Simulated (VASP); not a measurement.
SnO:

```
Sn O
1.0
     2.73691   -2.73780    0.00000
     2.73691    2.73780    0.00000
     0.00000    0.00000   10.22196
Sn O
4 4
Direct
  0.73655 0.26345 0.86386
  0.26345 0.73655 0.13614
  0.76345 0.23655 0.36386
  0.23655 0.76345 0.63614
  0.26194 0.23806 0.25000
  0.73806 0.76194 0.75000
  0.23806 0.26194 0.75000
  0.76194 0.73806 0.25000
```

Base run:

| Property | Result |
| --- | --- |
| Program | VASP 6.6.1 |
| Functional | PBE |
| Potentials or basis | VASP PAW PBE potentials, release 64 (Sn_d, O) |
| Cutoff | 520 eV |
| k mesh | 10 × 10 × 4 |
| Occupations | gaussian, width 0.02 eV |
| Spin | no spin polarisation |

Its results: band gap on the k mesh 0.54 eV; pressure -0.2 GPa; largest force 0.050 eV/Å.

Q: The run is repeated on the same cell with these changes: functional from PBE to PBEsol; further incar settings from ALGO = Normal; EDIFF = 1e-07; NBANDS = 50 to ALGO = Normal; EDIFF = 1e-06; NBANDS = 50. What comes out?

A: Band gap on the k mesh 0.50 eV; pressure -3.9 GPa; largest force 0.308 eV/Å.

Caveats: spin-orbit coupling is left out, which moves the levels of the heavy elements; the PAW data sets were made with another functional, which shifts forces and pressure a little (some runs).

A k mesh can miss the band edges.
